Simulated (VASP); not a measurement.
# CuO in VASP: further runs

CuO is run at these levels: LDA, PBEsol+U; tasks: single point.

Everything below comes from runs of VASP 6.6.1. Logs are shortened: lines on timing, memory, paths and dates and some standing lists are left out, and cuts for length are marked.

### 1 The cell of the first run

It takes space group Fm-3m (No. 225, cubic). The conventional cell has a = 4.124 Å, b = 4.124 Å, c = 4.124 Å, α = 90.00°, β = 90.00°, γ = 90.00°. Cu (site symmetry m-3m) has 6 O at 2.06 Å within 2.7 Å. Within 2.7 Å of O (site symmetry m-3m) lie 6 Cu at 2.06 Å.

### 2 Single point, LDA

The input, INCAR:

```
PREC = Accurate ; ENCUT = 520
EDIFF = 1E-6 ; ISMEAR = -1
SIGMA = 0.05 ; LREAL = F
LASPH = T ; NELM = 100
ALGO = Normal ; ISIF = 2
LWAVE = F ; LCHARG = F
NBANDS = 16
```

The input, KPOINTS:

```
Automatic mesh
0
Gamma
  11 11 11
```

The input, POSCAR:

```
CuO
1.0
    0.0000023604      2.0620224592      2.0620734827
    2.0620172373      0.0000031369      2.0620727062
    2.0620402751      2.0620447205     -0.0000199009
Cu O
1 1
Direct
    0.0000001794      0.0000002069      0.9999989541
    0.4999998206      0.4999997931      0.5000010459
```

Potentials or basis: VASP PAW LDA potentials, release 64 (Cu, O).

On the command line:

```sh
$ cat potpaw_LDA.64/Cu/POTCAR potpaw_LDA.64/O/POTCAR > POTCAR
$ mpirun -np 1 vasp_std > vasp.out
```

OUTCAR:

```text
PREC = Accurate
   ENCUT = 520
   EDIFF = 1E-6
   ISMEAR = -1
   LREAL = F
   LASPH = T
   NELM = 100
   ISIF = 2

 ion  position               nearest neighbor table
   1  0.000  0.000  1.000-   2 2.06   2 2.06   2 2.06   2 2.06   2 2.06   2 2.06
   2  0.500  0.500  0.500-   1 2.06   1 2.06   1 2.06   1 2.06   1 2.06   1 2.06

  LATTYP: Found a base centered monoclinic cell.
 ALAT       =     5.0509856630
 B/A-ratio  =     0.5773393042
 C/A-ratio  =     0.5773464154
 COS(beta)  =    -0.5773352713

  Lattice vectors:

 A1 = (  -0.0000023604,  -2.0620224592,  -2.0620734827)
 A2 = (  -2.0620172373,  -0.0000031369,  -2.0620727062)
 A3 = (   2.0620402751,   2.0620447205,  -0.0000199009)

Analysis of symmetry for initial positions (statically):
=====================================================================
 Subroutine PRICEL returns:
 Original cell was already a primitive cell.

 Routine SETGRP: Setting up the symmetry group for a
 base centered monoclinic supercell.

 Subroutine GETGRP returns: Found  4 space group operations
 (whereof  4 operations were pure point group operations)
 out of a pool of  4 trial point group operations.

The static configuration has the point symmetry C_2h.

Analysis of symmetry for dynamics (positions and initial velocities):
=====================================================================
 Subroutine PRICEL returns:
 Original cell was already a primitive cell.

 Routine SETGRP: Setting up the symmetry group for a
 base centered monoclinic supercell.

 Subroutine GETGRP returns: Found  4 space group operations
 (whereof  4 operations were pure point group operations)
 out of a pool of  4 trial point group operations.

The dynamic configuration has the point symmetry C_2h.

 Subroutine INISYM returns: Found  4 space group operations
 (whereof  4 operations are pure point group operations),
 and found     1 'primitive' translations

----------------------------------------------------------------------------------------

                                     Primitive cell

  volume of cell :      17.5358

  direct lattice vectors                    reciprocal lattice vectors
     0.000002360  2.062022459  2.062073483    -0.242480061  0.242481878  0.242473170
     2.062017237  0.000003137  2.062072706     0.242482492 -0.242479630  0.242473352
     2.062040275  2.062044720 -0.000019901     0.242477074  0.242476643 -0.242470921

  length of vectors
     2.916176207  2.916171966  2.916168467     0.419984856  0.419985067  0.419978811

  position of ions in fractional coordinates (direct lattice)
     0.000000179  0.000000207  0.999998954
     0.499999821  0.499999793  0.500001046

  ion indices of the primitive-cell ions
   primitive index   ion index
                 1           1
                 2           2

----------------------------------------------------------------------------------------

 KPOINTS: Automatic mesh

Automatic generation of k-mesh.
 Grid dimensions read from file:
 generate k-points for:   11   11   11

 Generating k-lattice:

  Cartesian coordinates                     Fractional coordinates (reciprocal lattice)
    -0.022043642  0.022043807  0.022043015     0.090909091  0.000000000  0.000000000
     0.022043863 -0.022043603  0.022043032     0.000000000  0.090909091 -0.000000000
     0.022043370  0.022043331 -0.022042811     0.000000000  0.000000000  0.090909091

  Length of vectors
     0.038180441  0.038180461  0.038179892

  Shift w.r.t. Gamma in fractional coordinates (k-lattice)
     0.000000000  0.000000000  0.000000000

 Subroutine IBZKPT returns following result:
 ===========================================

 Found    366 irreducible k-points:

 Following reciprocal coordinates:
            Coordinates               Weight
  0.000000  0.000000  0.000000      1.000000
  0.090909  0.000000 -0.000000      4.000000
  0.181818  0.000000 -0.000000      4.000000
  0.272727  0.000000 -0.000000      4.000000
  0.363636  0.000000 -0.000000      4.000000
  0.454545  0.000000 -0.000000      4.000000
[... 16 lines left out ...]
 -0.272727  0.181818  0.000000      4.000000
 -0.181818  0.181818 -0.000000      2.000000
 [... further k-points ...]
   k-points           NKPTS =    366   k-points in BZ     NKDIM =    366   number of bands    NBANDS=     16
   number of dos      NEDOS =    301   number of ions     NIONS =      2
   total plane-waves  NPLWV =  13824
   dimension x,y,z NGX =    24 NGY =   24 NGZ =   24
   dimension x,y,z NGXF=    48 NGYF=   48 NGZF=   48
   ions per type =               1   1
   NGX,Y,Z   is equivalent  to a cutoff of  13.68, 13.68, 13.68 a.u.
   NGXF,Y,Z  is equivalent  to a cutoff of  27.36, 27.36, 27.36 a.u.
 SYSTEM =  unknown system
   PREC   = accura    normal or accurate (medium, high low for compatibility)
   ISTART =      0    job   : 0-new  1-cont  2-samecut
   ICHARG =      2    charge: 1-file 2-atom 10-const
   ISPIN  =      1    spin polarized calculation?
   LNONCOLLINEAR =      F non collinear calculations
   LSORBIT =      F    spin-orbit coupling
   LASPH  =      T    aspherical Exc in radial PAW
   ENCUT  =  520.0 eV  38.22 Ry    6.18 a.u.   5.42  5.42  5.42*2*pi/ulx,y,z
   NELM   =    100;   NELMIN=  2; NELMDL= -5     # of ELM steps
   EDIFF  = 0.1E-05   stopping-criterion for ELM
   LREAL  =      F    real-space projection
   EDIFFG = 0.1E-04   stopping-criterion for IOM
   NSW    =      0    number of steps for IOM
   IBRION =     -1    ionic relax: 0-MD 1-quasi-New 2-CG
   NFREE  =      0    steps in history (QN), initial steepest desc. (CG)
   ISIF   =      2    stress and relaxation
   ISYM   =      2    0-nonsym 1-usesym 2-fastsym
   POTIM  = 0.5000    time-step for ionic-motion
   TEBEG  =    0.0;   TEEND  =   0.0 temperature during run
   PSTRESS=    0.0 pullay stress
   NELECT =      17.0000    total number of electrons
   NUPDOWN=      -1.0000    fix difference up-down
   EMIN   =  10.00;   EMAX   =-10.00  energy-range for DOS
   EFERMI =   0.00;   METHOD = LEGACY
   ISMEAR =    -1;   SIGMA  =   0.05  broadening in eV -4-tet -1-fermi 0-gaus
   EFERMI_NEDOS =   21; number of points for ismear=-14 and -15
   IALGO  =     38    algorithm
   IMIX   =      4    mixing-type and parameters
     AMIX     =   0.40;   BMIX     =  1.00
     AMIX_MAG =   1.60;   BMIX_MAG =  1.00
  volume/ion in A,a.u.               =       8.77        59.17
  Fermi-wavevector in a.u.,A,eV,Ry     =   1.620252  3.061832 35.718223  2.625215
  Thomas-Fermi vector in A             =   2.714221
   LORBIT       =      0    0 simple, 1 ext, 2 COOP (PROOUT), +10 PAW based schemes
   GGA     = CA    functional components
   LHFCALC =     F    Hartree Fock is set to
   AEXX    =    0.0000 exact exchange contribution
   IVDW    =     0    specifies the selected vdW correction
   LEPSILON=     F    determine dielectric tensor
   LRPA    =     F    only Hartree local field effects (RPA)
 non-spin polarized calculation
  energy-cutoff  :      520.00
  volume of cell :       17.54
 maximum number of plane-waves:       495
 NGX is ok and might be reduce to    24
   NGX = 11   NGY = 11   NGZ = 11

 number of electron      17.0000001 magnetization

 Free energy of the ion-electron system (eV)
  ---------------------------------------------------
  ext. energy  EPLUGINS =         0.00000000
  ---------------------------------------------------
  free energy    TOTEN  =       -11.41096037 eV

  energy without entropy =      -11.39864071  energy(sigma->0) =      -11.40480054

 E-fermi :   7.0058     XC(G=0): -13.3843

 val. band max:        6.9729431302   @ k =   0.4545  -0.0000   0.1818
 cond. band min:       7.0568465522   @ k =  -0.2727   0.0909   0.3636
 fundamental gap:      0.0839034220
 Fermi energy:         7.0057532501

 k-point     1 :       0.0000    0.0000    0.0000
  band No.  band energies     occupation
      1     -12.9789      2.00000
      2       4.2834      2.00000
      3       4.2835      2.00000
      4       4.2836      2.00000
      5       4.3956      2.00000
      6       4.3957      2.00000
[... 8 lines left out ...]
     15      29.2382      0.00000
     16      29.2392      0.00000

 k-point     2 :       0.0909    0.0000   -0.0000
  band No.  band energies     occupation
      1     -12.8739      2.00000
      2       3.4110      2.00000
      3       3.5854      2.00000
      4       3.5856      2.00000
      5       4.3663      2.00000
      6       4.3664      2.00000
[... 8 lines left out ...]
     15      28.7159      0.00000
     16      28.7164      0.00000

 k-point     3 :       0.1818    0.0000   -0.0000
  band No.  band energies     occupation
      1     -12.5763      2.00000
      2       2.0326      2.00000
      3       2.8237      2.00000
      4       2.8239      2.00000
      5       4.5103      2.00000
      6       4.5103      2.00000
[... 8 lines left out ...]
     15      28.7992      0.00000
     16      28.7995      0.00000

 k-point     4 :       0.2727    0.0000   -0.0000
  band No.  band energies     occupation
      1     -12.1496      2.00000
      2       0.6275      2.00000
      3       2.2062      2.00000
      4       2.2063      2.00000
      5       4.7052      2.00000
      6       4.7052      2.00000
[... 8 lines left out ...]
     15      29.7843      0.00000
     16      29.7847      0.00000
[... 324 lines left out ...]
 k-point    22 :      -0.3636    0.1818   -0.0000
  band No.  band energies     occupation
      1     -11.3771      2.00000
      2      -0.5819      2.00000
      3       1.4158      2.00000
      4       1.6115      2.00000
      5       4.9305      2.00000
      6       4.9732      2.00000
[... 8 lines left out ...]
     15      30.6390      0.00000
     16      32.0714      0.00000

 k-point    23 :      -0.2727    0.1818    0.0000
  band No.  band energies     occupation
      1     -11.6615      2.00000
      2      -0.1121      2.00000
      3       1.7192      2.00000
      4       1.7973      2.00000
      5       4.7613      2.00000
      6       4.9799      2.00000
[... 8 lines left out ...]
     15      31.3017      0.00000
     16      31.6675      0.00000

 k-point    24 :      -0.1818    0.1818   -0.0000
  band No.  band energies     occupation
      1     -12.0337      2.00000
      2       0.5734      2.00000
      3       1.9875      2.00000
      4       2.3266      2.00000
      5       4.6019      2.00000
      6       4.9027      2.00000
[... 8 lines left out ...]
     15      30.3630      0.00000
     16      31.6040      0.00000

 [... further k-points ...]
[... 5 lines left out ...]
  --------------------------------------------------------------------------------------
  -------------------------------------------------------------------------------------
  Total        0.0710053      0.0710056      0.0707879     -0.0000640      0.0000508      0.0000510
  in kB        6.4874655      6.4874935      6.4676070     -0.0058505      0.0046390      0.0046641
  external PRESSURE =       6.4808553 kB  Pullay stress =       0.0000000 kB

 VOLUME and BASIS-vectors are now :
 -----------------------------------------------------------------------------
  energy-cutoff  :      520.00
  volume of cell :       17.54
      direct lattice vectors                 reciprocal lattice vectors
     0.000002360  2.062022459  2.062073483    -0.242480061  0.242481878  0.242473170
     2.062017237  0.000003137  2.062072706     0.242482492 -0.242479630  0.242473352
     2.062040275  2.062044720 -0.000019901     0.242477074  0.242476643 -0.242470921

 POSITION                                       TOTAL-FORCE (eV/Angst)
 -----------------------------------------------------------------------------------
      2.06204      2.06204     -0.00002        -0.000000      0.000000     -0.000000
      2.06203      2.06204      2.06206         0.000000     -0.000000      0.000000
 -----------------------------------------------------------------------------------
    total drift:                               -0.001649     -0.001703      0.000759

  FREE ENERGIE OF THE ION-ELECTRON SYSTEM (eV)
  ---------------------------------------------------
  free  energy   TOTEN  =       -11.4109603736 eV

  energy  without entropy=      -11.3986407125  energy(sigma->0) =      -11.40480054
```

Run time: 1.8 min. Hardware: 1 thread of Intel Xeon 8259CL, shared host; peak memory 0.21 GiB.

What came out:

```yaml
Free_energy: -11.4110 eV
Pressure: 0.6 GPa
Band_gap_on_the_k_mesh: zero (an odd number of electrons rules out a gap without spin polarisation)
```

Levels at points of the mesh, in eV from the Fermi level:
| k point | band 6 | band 7 | band 8 | band 9 | band 10 | band 11 | band 12 | band 13 |
| --- | --- | --- | --- | --- | --- | --- | --- | --- |
| (0.00, 0.00, 0.00) | -2.61 | -2.61 | -2.47 | -2.47 | 1.90 | 18.31 | 19.11 | 19.11 |

Caveat: an odd number of electrons without spin polarisation forces a metal; a magnetic or distorted state may lie lower; semilocal functionals often make such compounds metallic where correlation or magnetic order opens a gap, which also shifts bond lengths. With open d or f shells a metallic result of LDA can be an artefact of self-interaction; +U or a hybrid may open a gap.

(Part 1 of 2 ends here.)

The gap in the log of VASP goes by the Fermi energy; the results here count the filled bands.